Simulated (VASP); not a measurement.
A run of VASP 6.6.1:

INCAR

```
SYSTEM = Zr2Pd2Se
PREC = Accurate
ENCUT = 520
EDIFF = 1E-7
ISMEAR = 0
SIGMA = 0.1
LREAL = .False.
LASPH = .True.
NELM = 100
ALGO = Normal
ISIF = 2
LWAVE = .False.
LCHARG = .False.
GGA = PE
NBANDS = 33
```

KPOINTS

```
regular mesh
0
Gamma
  6 6 4
  0 0 0
```

POSCAR

```
Zr2Pd2Se
1.0
    4.9223944900      0.0000000000      0.0000000000
   -2.4611972400      4.2629186700      0.0000000000
    0.0000000000      0.0000000000      4.2467624300
Zr Pd Se
2 2 1
Direct
    0.3333333300      0.6666666700      0.5000000000
    0.6666666700      0.3333333300      0.5000000000
    0.3333333300      0.6666666700      0.0000000000
    0.6666666700      0.3333333300      0.0000000000
    0.0000000000      0.0000000000      0.5000000000
```

Potentials or basis: VASP PAW PBE potentials, release 64 (Zr_sv, Pd, Se).

Run with:

```console
$ cat potpaw_PBE.64/Zr_sv/POTCAR potpaw_PBE.64/Pd/POTCAR potpaw_PBE.64/Se/POTCAR > POTCAR
$ mpirun -np 1 vasp_std > vasp.out
```

Hardware: 1 thread of Intel(R) Xeon(R) 6975P-C (Granite Rapids), on a shared host.

**Question.** Estimate the wall time of this run.

**Answer.** Wall time 38 s on 1 thread of Intel(R) Xeon(R) 6975P-C (Granite Rapids), with other jobs on the host, peak memory 0.25 GiB. Counts: scf iterations 16, k points 21.
